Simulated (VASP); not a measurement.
# MgS (r.bso) (Fm-3m) in VASP: single point with PBE

Aim: the single point of MgS (r.bso) with PBE.

Program: VASP 6.6.1. These are calculated values, not measurements. Logs are shortened: lines on timing, memory, paths and dates and some standing lists are left out, and cuts for length are marked.

### Step 1. The cell of the first run

It takes space group Fm-3m (No. 225, cubic). The conventional cell has a = 5.189 Å, b = 5.189 Å, c = 5.189 Å, α = 90.00°, β = 90.00°, γ = 90.00°. Mg (site symmetry m-3m) has 6 S at 2.59 Å within 3.4 Å. Within 3.4 Å of S (site symmetry m-3m) lie 6 Mg at 2.59 Å.

### Step 2. Single point, PBE, non-collinear spin, zero start, spin-orbit coupling

INCAR

```
SYSTEM = MgS
PREC = Accurate
ENCUT = 600
EDIFF = 1E-6
ISMEAR = 0
SIGMA = 0.02
LREAL = .False.
LASPH = .True.
NELM = 200
ALGO = Normal
ISIF = 2
LWAVE = .False.
LCHARG = .False.
MAGMOM = 0 0 0 0 0 0
LORBIT = 11
LSORBIT = .True.
GGA_COMPAT = .False.
LORBMOM = .True.
GGA = PE
NBANDS = 20
```

KPOINTS

```
regular mesh
0
Gamma
  8 8 8
  0 0 0
```

POSCAR

```
MgS
1.0
    0.0000000000      2.5946392883      2.5946392883
    2.5946392883      0.0000000000      2.5946392883
    2.5946392883      2.5946392883      0.0000000000
Mg S
1 1
Direct
    0.0000000000      0.0000000000      0.0000000000
    0.5000000000      0.5000000000      0.5000000000
```

Potentials or basis: VASP PAW PBE potentials, release 64 (Mg, S).

Command:

```console
$ cat potpaw_PBE.64/Mg/POTCAR potpaw_PBE.64/S/POTCAR > POTCAR
$ mpirun -np 1 vasp_ncl > vasp.out
```

OUTCAR:

```text
SYSTEM = MgS
   PREC = Accurate
   ENCUT = 600
   EDIFF = 1E-6
   ISMEAR = 0
   LREAL = .False.
   LASPH = .True.
   NELM = 200
   ISIF = 2
   LORBIT = 11
   LSORBIT = .True.
   GGA = PE

 ion  position               nearest neighbor table
   1  0.000  0.000  0.000-   2 2.59   2 2.59   2 2.59   2 2.59   2 2.59   2 2.59
   2  0.500  0.500  0.500-   1 2.59   1 2.59   1 2.59   1 2.59   1 2.59   1 2.59

  LATTYP: Found a face centered cubic cell.
 ALAT       =     5.1892785766

  Lattice vectors:

 A1 = (   0.0000000000,   2.5946392883,   2.5946392883)
 A2 = (   2.5946392883,   0.0000000000,   2.5946392883)
 A3 = (   2.5946392883,   2.5946392883,   0.0000000000)

Analysis of symmetry for initial positions (statically):
=====================================================================
 Subroutine PRICEL returns:
 Original cell was already a primitive cell.

 Routine SETGRP: Setting up the symmetry group for a
 face centered cubic supercell.

 Subroutine GETGRP returns: Found 48 space group operations
[... 9 lines left out ...]

 Routine SETGRP: Setting up the symmetry group for a
 face centered cubic supercell.

 Subroutine GETGRP returns: Found 48 space group operations
 (whereof 48 operations were pure point group operations)
 out of a pool of 48 trial point group operations.

The dynamic configuration has the point symmetry O_h .

Analysis of structural, dynamic, and magnetic symmetry:
=====================================================================
 Subroutine PRICEL returns:
 Original cell was already a primitive cell.

 Routine SETGRP: Setting up the symmetry group for a
 face centered cubic supercell.

 Subroutine GETGRP returns: Found 48 space group operations
 (whereof 48 operations were pure point group operations)
 out of a pool of 48 trial point group operations.

The overall configuration has the point symmetry O_h .

 Subroutine INISYM returns: Found 48 space group operations
[... 5 lines left out ...]
                                     Primitive cell

  volume of cell :      34.9350

  direct lattice vectors                    reciprocal lattice vectors
     0.000000000  2.594639288  2.594639288    -0.192705014  0.192705014  0.192705014
     2.594639288  0.000000000  2.594639288     0.192705014 -0.192705014  0.192705014
     2.594639288  2.594639288  0.000000000     0.192705014  0.192705014 -0.192705014

  length of vectors
     3.669374071  3.669374071  3.669374071     0.333774875  0.333774875  0.333774875

  position of ions in fractional coordinates (direct lattice)
     0.000000000  0.000000000  0.000000000
     0.500000000  0.500000000  0.500000000

  ion indices of the primitive-cell ions
   primitive index   ion index
                 1           1
                 2           2

----------------------------------------------------------------------------------------

 KPOINTS: regular mesh

Automatic generation of k-mesh.
 Grid dimensions read from file:
 generate k-points for:    8    8    8

 Generating k-lattice:

  Cartesian coordinates                     Fractional coordinates (reciprocal lattice)
    -0.024088127  0.024088127  0.024088127     0.125000000  0.000000000  0.000000000
     0.024088127 -0.024088127  0.024088127     0.000000000  0.125000000  0.000000000
     0.024088127  0.024088127 -0.024088127     0.000000000  0.000000000  0.125000000

  Length of vectors
     0.041721859  0.041721859  0.041721859

  Shift w.r.t. Gamma in fractional coordinates (k-lattice)
     0.000000000  0.000000000  0.000000000

 Subroutine IBZKPT returns following result:
 ===========================================

 Found     29 irreducible k-points:

 Following reciprocal coordinates:
            Coordinates               Weight
  0.000000  0.000000  0.000000      1.000000
  0.125000  0.000000  0.000000      8.000000
  0.250000  0.000000  0.000000      8.000000
  0.375000  0.000000  0.000000      8.000000
  0.500000  0.000000  0.000000      4.000000
  0.125000  0.125000  0.000000      6.000000
[... 16 lines left out ...]
  0.500000  0.250000  0.125000     48.000000
 -0.375000  0.250000  0.125000     24.000000
 [... further k-points ...]
   k-points           NKPTS =     29   k-points in BZ     NKDIM =     29   number of bands    NBANDS=     20
   number of dos      NEDOS =    301   number of ions     NIONS =      2
   total plane-waves  NPLWV =  27000
   dimension x,y,z NGX =    30 NGY =   30 NGZ =   30
   dimension x,y,z NGXF=    60 NGYF=   60 NGZF=   60
   ions per type =               1   1
   NGX,Y,Z   is equivalent  to a cutoff of  13.59, 13.59, 13.59 a.u.
   NGXF,Y,Z  is equivalent  to a cutoff of  27.18, 27.18, 27.18 a.u.
 SYSTEM =  MgS
   PREC   = accura    normal or accurate (medium, high low for compatibility)
   ISTART =      0    job   : 0-new  1-cont  2-samecut
   ICHARG =      2    charge: 1-file 2-atom 10-const
   ISPIN  =      1    spin polarized calculation?
   LNONCOLLINEAR =      T non collinear calculations
   LSORBIT =      T    spin-orbit coupling
   LASPH  =      T    aspherical Exc in radial PAW
   ENCUT  =  600.0 eV  44.10 Ry    6.64 a.u.   7.33  7.33  7.33*2*pi/ulx,y,z
   NELM   =    200;   NELMIN=  2; NELMDL= -5     # of ELM steps
   EDIFF  = 0.1E-05   stopping-criterion for ELM
   LREAL  =      F    real-space projection
   EDIFFG = 0.1E-04   stopping-criterion for IOM
   NSW    =      0    number of steps for IOM
   IBRION =     -1    ionic relax: 0-MD 1-quasi-New 2-CG
   NFREE  =      0    steps in history (QN), initial steepest desc. (CG)
   ISIF   =      2    stress and relaxation
   ISYM   =      2    0-nonsym 1-usesym 2-fastsym
   POTIM  = 0.5000    time-step for ionic-motion
   TEBEG  =    0.0;   TEEND  =   0.0 temperature during run
   PSTRESS=    0.0 pullay stress
   NELECT =       8.0000    total number of electrons
   NUPDOWN=      -1.0000    fix difference up-down
   EMIN   =  10.00;   EMAX   =-10.00  energy-range for DOS
   EFERMI =   0.00;   METHOD = LEGACY
   ISMEAR =     0;   SIGMA  =   0.02  broadening in eV -4-tet -1-fermi 0-gaus
   EFERMI_NEDOS =   21; number of points for ismear=-14 and -15
   IALGO  =     38    algorithm
   IMIX   =      4    mixing-type and parameters
     AMIX     =   0.40;   BMIX     =  1.00
     AMIX_MAG =   1.60;   BMIX_MAG =  1.00
  volume/ion in A,a.u.               =      17.47       117.88
  Fermi-wavevector in a.u.,A,eV,Ry     =   1.001577  1.892707 13.648783  1.003157
  Thomas-Fermi vector in A             =   2.134009
   LORBIT       =     11    0 simple, 1 ext, 2 COOP (PROOUT), +10 PAW based schemes
   GGA     = PE    functional components
   LHFCALC =     F    Hartree Fock is set to
   AEXX    =    0.0000 exact exchange contribution
   IVDW    =     0    specifies the selected vdW correction
   LEPSILON=     F    determine dielectric tensor
   LRPA    =     F    only Hartree local field effects (RPA)
 Gauss-broadening in eV      SIGMA  =   0.02
  energy-cutoff  :      600.00
  volume of cell :       34.94
 maximum number of plane-waves:      2422
 NGX is ok and might be reduce to    30
   NGX = 15   NGY = 15   NGZ = 15

 number of electron       7.9999999 magnetization       0.0000000      0.0000000     -0.0000000

 number of electron       7.9999999 magnetization       0.0000000     -0.0000000     -0.0000000

 number of electron       7.9999999 magnetization       0.0000000      0.0000000      0.0000000

 number of electron       7.9999999 magnetization      -0.0000000     -0.0000000     -0.0000000

 Free energy of the ion-electron system (eV)
  ---------------------------------------------------
  ext. energy  EPLUGINS =         0.00000000
  ---------------------------------------------------
  free energy    TOTEN  =        -8.50090901 eV

  energy without entropy =       -8.50090901  energy(sigma->0) =       -8.50090901

 E-fermi :   3.9398     XC(G=0):  -9.7217

 val. band max:        3.8285675439   @ k =   0.0000   0.0000   0.0000
 cond. band min:       6.5905231335   @ k =   0.5000   0.5000   0.0000
 fundamental gap:      2.7619555896
 Fermi energy:         3.9397959420

 k-point     1 :       0.0000    0.0000    0.0000
  band No.  band energies     occupation
      1      -8.9154      1.00000
      2      -8.9154      1.00000
      3       3.7351      1.00000
      4       3.7351      1.00000
      5       3.8286      1.00000
      6       3.8286      1.00000
[... 12 lines left out ...]
     19      14.1559      0.00000
     20      14.1559      0.00000
[... 507 lines left out ...]
 k-point    24 :      -0.3750    0.2500    0.1250
  band No.  band energies     occupation
      1      -7.3903      1.00000
      2      -7.3903      1.00000
      3      -0.5450      1.00000
      4      -0.5450      1.00000
      5       1.6385      1.00000
      6       1.6385      1.00000
[... 12 lines left out ...]
     19      17.1663      0.00000
     20      17.1663      0.00000

 [... further k-points ...]
[... 5 lines left out ...]
  --------------------------------------------------------------------------------------
  -------------------------------------------------------------------------------------
  Total        0.3338651      0.3338651      0.3338651      0.0000000      0.0000000     -0.0000000
  in kB       15.3116018     15.3116018     15.3116018      0.0000000      0.0000000     -0.0000000
  external PRESSURE =      15.3116018 kB  Pullay stress =       0.0000000 kB

 VOLUME and BASIS-vectors are now :
 -----------------------------------------------------------------------------
  energy-cutoff  :      600.00
  volume of cell :       34.94
      direct lattice vectors                 reciprocal lattice vectors
     0.000000000  2.594639288  2.594639288    -0.192705014  0.192705014  0.192705014
     2.594639288  0.000000000  2.594639288     0.192705014 -0.192705014  0.192705014
     2.594639288  2.594639288  0.000000000     0.192705014  0.192705014 -0.192705014

 POSITION                                       TOTAL-FORCE (eV/Angst)
 -----------------------------------------------------------------------------------
      0.00000      0.00000      0.00000        -0.000000     -0.000000      0.000000
      2.59464      2.59464      2.59464         0.000000      0.000000     -0.000000
 -----------------------------------------------------------------------------------
    total drift:                                0.000000      0.000000      0.000000

  FREE ENERGIE OF THE ION-ELECTRON SYSTEM (eV)
  ---------------------------------------------------
  free  energy   TOTEN  =        -8.5009090101 eV

  energy  without entropy=       -8.5009090101  energy(sigma->0) =       -8.50090901

 orbital moment (x)

 # of ion     p       d       tot
 ----------------------------------------
  1         0.000   0.000   0.000
  2         0.000   0.000   0.000
 ----------------------------------------
            0.000   0.000   0.000

 orbital moment (y)

 # of ion     p       d       tot
 ----------------------------------------
  1        -0.000  -0.000  -0.000
  2         0.000   0.000   0.000
 ----------------------------------------
           -0.000  -0.000  -0.000

 orbital moment (z)

 # of ion     p       d       tot
 ----------------------------------------
  1         0.000   0.000   0.000
  2         0.000   0.000   0.000
 ----------------------------------------
            0.000   0.000   0.000

 Spin-Orbit-Coupling matrix elements

 Ion:    1  E_soc:     -0.0000351
 l=   1
     0.0000000    -0.0000058    -0.0000058
    -0.0000058     0.0000000    -0.0000058
    -0.0000058    -0.0000058     0.0000000
 l=   2
     0.0000000     0.0000000     0.0000000     0.0000000    -0.0000000
     0.0000000     0.0000000    -0.0000000     0.0000000    -0.0000000
     0.0000000    -0.0000000     0.0000000    -0.0000000     0.0000000
     0.0000000     0.0000000    -0.0000000     0.0000000    -0.0000000
    -0.0000000    -0.0000000     0.0000000    -0.0000000     0.0000000
 l=   3
     0.0000000     0.0000000     0.0000000     0.0000000     0.0000000     0.0000000     0.0000000
     0.0000000     0.0000000     0.0000000     0.0000000     0.0000000     0.0000000     0.0000000
     0.0000000     0.0000000     0.0000000     0.0000000     0.0000000     0.0000000     0.0000000
     0.0000000     0.0000000     0.0000000     0.0000000     0.0000000     0.0000000     0.0000000
     0.0000000     0.0000000     0.0000000     0.0000000     0.0000000     0.0000000     0.0000000
     0.0000000     0.0000000     0.0000000     0.0000000     0.0000000     0.0000000     0.0000000
     0.0000000     0.0000000     0.0000000     0.0000000     0.0000000     0.0000000     0.0000000

 Ion:    2  E_soc:     -0.0016182
 l=   1
     0.0000000    -0.0002697    -0.0002697
    -0.0002697     0.0000000    -0.0002697
    -0.0002697    -0.0002697     0.0000000
 l=   2
     0.0000000     0.0000000     0.0000000     0.0000000     0.0000000
     0.0000000     0.0000000     0.0000000     0.0000000     0.0000000
     0.0000000     0.0000000     0.0000000     0.0000000     0.0000000
     0.0000000     0.0000000     0.0000000     0.0000000     0.0000000
     0.0000000     0.0000000     0.0000000     0.0000000     0.0000000
 l=   3
     0.0000000     0.0000000     0.0000000     0.0000000     0.0000000     0.0000000     0.0000000
     0.0000000     0.0000000     0.0000000     0.0000000     0.0000000     0.0000000     0.0000000
     0.0000000     0.0000000     0.0000000     0.0000000     0.0000000     0.0000000     0.0000000
     0.0000000     0.0000000     0.0000000     0.0000000     0.0000000     0.0000000     0.0000000
     0.0000000     0.0000000     0.0000000     0.0000000     0.0000000     0.0000000     0.0000000
     0.0000000     0.0000000     0.0000000     0.0000000     0.0000000     0.0000000     0.0000000
     0.0000000     0.0000000     0.0000000     0.0000000     0.0000000     0.0000000     0.0000000

 total charge

# of ion       s       p       d       tot
------------------------------------------
    1        0.137   0.129   0.041   0.307
    2        1.314   2.507   0.000   3.821
--------------------------------------------------
tot          1.451   2.636   0.041   4.128

 magnetization (x)

# of ion       s       p       d       tot
------------------------------------------
    1        0.000   0.000   0.000   0.000
    2        0.000  -0.000   0.000  -0.000
--------------------------------------------------
tot          0.000  -0.000   0.000  -0.000

 magnetization (y)

# of ion       s       p       d       tot
------------------------------------------
    1        0.000   0.000  -0.000   0.000
    2        0.000  -0.000   0.000   0.000
--------------------------------------------------
tot          0.000  -0.000  -0.000   0.000

 magnetization (z)

# of ion       s       p       d       tot
------------------------------------------
    1        0.000  -0.000   0.000  -0.000
    2        0.000  -0.000   0.000  -0.000
--------------------------------------------------
tot          0.000  -0.000   0.000  -0.000
```

Wall time 63 s (1 thread of AMD EPYC 9R45 (Zen 5), shared host); peak memory 0.25 GiB.

What came out:

- Free energy: -8.5009 eV
- Pressure: 1.5 GPa
- Net moment: 0.00 μB per cell
- Valence electrons inside the program's atomic spheres: Mg 0.31; S 3.82

Moments on the atoms (μB; x, y, z):
```
Mg  0.00 0.00 0.00
S   0.00 0.00 0.00
```
